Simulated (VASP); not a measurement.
# Ir (Fm-3m) in VASP: notebook, part 2 of 2

VASP 6.6.1. The steps go on from the part before.

## (4) Relaxation of cell and atoms, PBE+U

Input file INCAR:

```
SYSTEM = Ir
PREC = Accurate
ENCUT = 500
EDIFF = 1E-7
ISMEAR = 1
SIGMA = 0.0283
LREAL = .FALSE.
LASPH = .TRUE.
NELM = 200
ALGO = Normal
ISIF = 3
LWAVE = .FALSE.
LCHARG = .FALSE.
LMAXMIX = 4
LDAU = .TRUE.
LDAUTYPE = 2
LDAUL = 2
LDAUU = 1
LDAUJ = 0
LDAUPRINT = 1
GGA = PE
IBRION = 2
NSW = 60
EDIFFG = -0.001
GGA_COMPAT = .FALSE.
NELMIN = 4
```

Input file KPOINTS:

```
Automatic mesh
0
G
  8 8 8
  0 0 0
```

Input file POSCAR:

```
Ir
1.0
    0.0000000000      1.9379170000      1.9379170000
    1.9379170000      0.0000000000      1.9379170000
    1.9379170000      1.9379170000      0.0000000000
Ir
1
Direct
    0.0000000000      0.0000000000      0.0000000000
```

Potentials or basis: VASP PAW PBE potentials, release 64 (Ir).

Run with:

```sh
$ cat potpaw_PBE.64/Ir/POTCAR > POTCAR
$ mpirun -np 1 vasp_std > vasp.out
```

OUTCAR:

```text
SYSTEM = Ir
   PREC = Accurate
   ENCUT = 500
   EDIFF = 1E-7
   ISMEAR = 1
   LREAL = .FALSE.
   LASPH = .TRUE.
   NELM = 200
   ISIF = 3
   GGA = PE
   IBRION = 2
   NSW = 60
   EDIFFG = -0.001
   NELMIN = 4

 ion  position               nearest neighbor table
   1  0.000  0.000  0.000-

  LATTYP: Found a face centered cubic cell.
 ALAT       =     3.8758340000

  Lattice vectors:

 A1 = (   0.0000000000,   1.9379170000,   1.9379170000)
 A2 = (   1.9379170000,   0.0000000000,   1.9379170000)
 A3 = (   1.9379170000,   1.9379170000,   0.0000000000)

Analysis of symmetry for initial positions (statically):
=====================================================================
 Subroutine PRICEL returns:
 Original cell was already a primitive cell.

 Routine SETGRP: Setting up the symmetry group for a
 face centered cubic supercell.

[... 670 lines left out ...]
 occupancies and eigenvectors

  o =  0.6617  v =  0.0000  0.9612 -0.0000  0.2757  0.0000  0.0000  0.0000  0.0000  0.0000  0.0000      0.0000  0.0000  0.0000  0.0000  0.0000  0.0000  0.0000  0.0000  0.0000  0.0000
  o =  0.6617  v =  0.0000  0.0000  0.0000  0.0000  0.0000  0.0000  0.9612 -0.0000  0.2757  0.0000      0.0000  0.0000  0.0000  0.0000  0.0000  0.0000  0.0000  0.0000  0.0000  0.0000
  o =  0.6617  v =  0.0000  0.0000  0.0000  0.0000  0.0000  0.0000 -0.2757  0.0000  0.9612  0.0000      0.0000  0.0000  0.0000  0.0000  0.0000  0.0000  0.0000  0.0000  0.0000  0.0000
  o =  0.6617  v =  0.0000 -0.2757  0.0000  0.9612  0.0000  0.0000  0.0000  0.0000  0.0000  0.0000      0.0000  0.0000  0.0000  0.0000  0.0000  0.0000  0.0000  0.0000  0.0000  0.0000
  o =  0.6617  v =  0.0000  0.0000  0.0000  0.0000  0.0000  1.0000  0.0000  0.0000  0.0000  0.0000      0.0000  0.0000  0.0000  0.0000  0.0000  0.0000  0.0000  0.0000  0.0000  0.0000
  o =  0.6617  v =  1.0000  0.0000  0.0000  0.0000  0.0000  0.0000  0.0000  0.0000  0.0000  0.0000      0.0000  0.0000  0.0000  0.0000  0.0000  0.0000  0.0000  0.0000  0.0000  0.0000
  o =  0.7773  v =  0.0000  0.0000  0.0131  0.0000 -0.9999  0.0000  0.0000  0.0000  0.0000  0.0000      0.0000  0.0000  0.0000  0.0000  0.0000  0.0000  0.0000  0.0000  0.0000  0.0000
  o =  0.7773  v =  0.0000  0.0000  0.0000  0.0000  0.0000  0.0000  0.0000  0.0131  0.0000 -0.9999      0.0000  0.0000  0.0000  0.0000  0.0000  0.0000  0.0000  0.0000  0.0000  0.0000
  o =  0.7773  v =  0.0000  0.0000  0.0000  0.0000  0.0000  0.0000  0.0000  0.9999 -0.0000  0.0131      0.0000  0.0000  0.0000  0.0000  0.0000  0.0000  0.0000  0.0000  0.0000  0.0000
  o =  0.7773  v =  0.0000  0.0000  0.9999 -0.0000  0.0131  0.0000  0.0000  0.0000  0.0000  0.0000      0.0000  0.0000  0.0000  0.0000  0.0000  0.0000  0.0000  0.0000  0.0000  0.0000

--------------------------------------- Ionic step        7  -------------------------------------------

 number of electron       9.0000000 magnetization

 Free energy of the ion-electron system (eV)
  ---------------------------------------------------
  ext. energy  EPLUGINS =         0.00000000
  ---------------------------------------------------
  free energy    TOTEN  =        -7.75025278 eV

  energy without entropy =       -7.74999242  energy(sigma->0) =       -7.75016600

 E-fermi :   9.9606     XC(G=0): -13.8593

 val. band max:        9.8869950610   @ k =  -0.3750   0.1250   0.0000
 cond. band min:       9.9694215245   @ k =  -0.3750   0.2500   0.0000
 fundamental gap:      0.0824264635
 Fermi energy:         9.9606216661

 k-point     1 :       0.0000    0.0000    0.0000
  band No.  band energies     occupation
      1      -0.8443      2.00000
      2       6.1417      2.00000
      3       6.1417      2.00000
      4       6.1417      2.00000
      5       8.6474      2.00000
      6       8.6474      2.00000
      7      24.4076      0.00000
      8      29.9019      0.00000
[... 281 lines left out ...]
  FREE ENERGIE OF THE ION-ELECTRON SYSTEM (eV)
  ---------------------------------------------------
  free  energy   TOTEN  =        -7.7502527809 eV

  energy  without entropy=       -7.7499924233  energy(sigma->0) =       -7.75016600

 reached required accuracy - stopping structural energy minimisation
```

It took 40 s on 1 thread of AMD EPYC 7R13, shared host; peak memory 0.1 GiB.

What came out:

| Quantity | Value |
| --- | --- |
| Free energy | -7.7503 eV |
| Relaxed volume | 14.43 Å³/atom |
| Relaxed cell | a = 2.733 Å, b = 2.733 Å, c = 2.733 Å, α = 60.00°, β = 60.00°, γ = 60.00° |
| Space group after relaxing (to 0.05 Å) | Fm-3m (No. 225) |
| Energy gained by relaxing | 1.1 meV/atom |
| Ionic steps | 7 |
| Pressure after relaxing | 0.0 GPa |

The path:
```csv
step,energy change (eV),largest force (eV/Å),pressure (GPa),volume (Å³)
1,0.0000,0.0000,-2.87,14.56
2,0.0129,0.0000,11.09,14.01
3,-0.0011,0.0000,-0.02,14.43
4,-0.0011,0.0000,0.04,14.43
5,-0.0011,0.0000,-0.11,14.44
6,-0.0011,0.0000,0.02,14.43
7,-0.0011,0.0000,0.00,14.43
```

Final structure:
```cif
data_structure
_symmetry_space_group_name_H-M 'P 1'
_symmetry_Int_Tables_number 1
_cell_length_a 2.7329
_cell_length_b 2.7329
_cell_length_c 2.7329
_cell_angle_alpha 60.000
_cell_angle_beta 60.000
_cell_angle_gamma 60.000
_cell_volume 14.43
loop_
_atom_site_label
_atom_site_type_symbol
_atom_site_fract_x
_atom_site_fract_y
_atom_site_fract_z
_atom_site_occupancy
Ir1 Ir 0.00000 0.00000 0.00000 1
```

Eigenvalues of the final occupation matrices:
```tsv
site	spin	trace	eigenvalues
site 1 d	1	3.54	0.66 0.66 0.66 0.78 0.78
site 1 d	2	3.54	0.66 0.66 0.66 0.78 0.78
```

Caveat: spin-orbit coupling is left out, which moves the levels of the heavy elements; U without spin polarisation on a metal has little footing; the U is typed as a test and isn't derived for this compound.

## (5) The runs side by side

```csv
level,U,smearing,gap on the mesh (eV),pressure (GPa),relaxed volume (Å³/atom)
PBE,-,methfessel-paxton 0.0283 eV,none,0.0,14.57
PBE,-,methfessel-paxton 0.05 eV,none,0.0,14.57
PBE+U,Ir d U = 1.0 eV,methfessel-paxton 0.0283 eV,none,0.0,14.43
```

Alike in all rows: task relaxation of cell and atoms; potentials or basis VASP PAW PBE potentials, release 64 (Ir); no spin polarisation; cell relaxed; k mesh 8 × 8 × 8; cutoff (eV) 500.

Caveats: spin-orbit coupling is left out, which moves the levels of the heavy elements; U without spin polarisation on a metal has little footing (some runs); the U is typed as a test and isn't derived for this compound (some runs).

Total energies depend on the potentials used, so only differences within one code and one set of settings carry meaning.
